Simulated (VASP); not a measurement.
Wanted: the native input for a VASP 6.6.1 run.

```
Task                   : single point
Functional             : PBE
Potentials or basis    : VASP PAW PBE potentials, release 64 (Sn_d, Te)
Cutoff                 : 520 eV
k mesh                 : 12 × 12 × 12
Occupations            : fermi-dirac, width 0.08 eV
Spin                   : no spin polarisation
Dipole correction      : no
Further INCAR settings : ALGO = Normal; EDIFF = 1e-06; NBANDS = 17
```

The structure of SnTe (zincblende type) lies in POSCAR:

```
SnTe
1.0
    0.0000000000      2.9547017722      2.9547017722
    2.9547017722      0.0000000000      2.9547017722
    2.9547017722      2.9547017722      0.0000000000
Sn Te
1 1
Direct
    0.0000000000      0.0000000000      0.0000000000
    0.2500000000      0.2500000000      0.2500000000
```

One way to write it, as run:

INCAR

```
SYSTEM = SnTe
ALGO     = Normal         ! electronic algorithm
EDIFF    = 1E-6           ! SCF threshold, eV
ENCUT    = 520            ! plane-wave cutoff, eV
GGA      = PE             ! functional
ISIF     = 2              ! what is computed and relaxed
ISMEAR   = -1             ! smearing method
LASPH    = .True.         ! aspherical terms in the spheres
LCHARG   = .False.        ! write CHGCAR
LREAL    = .False.        ! projectors in reciprocal space
LWAVE    = .False.        ! write WAVECAR
NBANDS   = 17             ! bands
NELM     = 60             ! most SCF steps
PREC     = Accurate       ! precision mode
SIGMA    = 0.08           ! smearing width, eV
```

KPOINTS

```
k-points
0
Gamma
  12 12 12
  0 0 0
```

Potentials or basis: VASP PAW PBE potentials, release 64 (Sn_d, Te).

Command:

```bash
$ cat potpaw_PBE.64/Sn_d/POTCAR potpaw_PBE.64/Te/POTCAR > POTCAR
$ mpirun -np 1 vasp_std > vasp.out
```

It gave:

```
Pressure               : 45.3 GPa
Band gap on the k mesh : zero (bands 10 and 11 overlap by 2.70 eV)
```

Caveat: the cell stands under pressure; spin-orbit coupling is left out, which moves the levels of the heavy elements.

Run time: 62 s on 1 thread of AMD EPYC 7R13, on a shared host, peak memory 0.19 GiB.
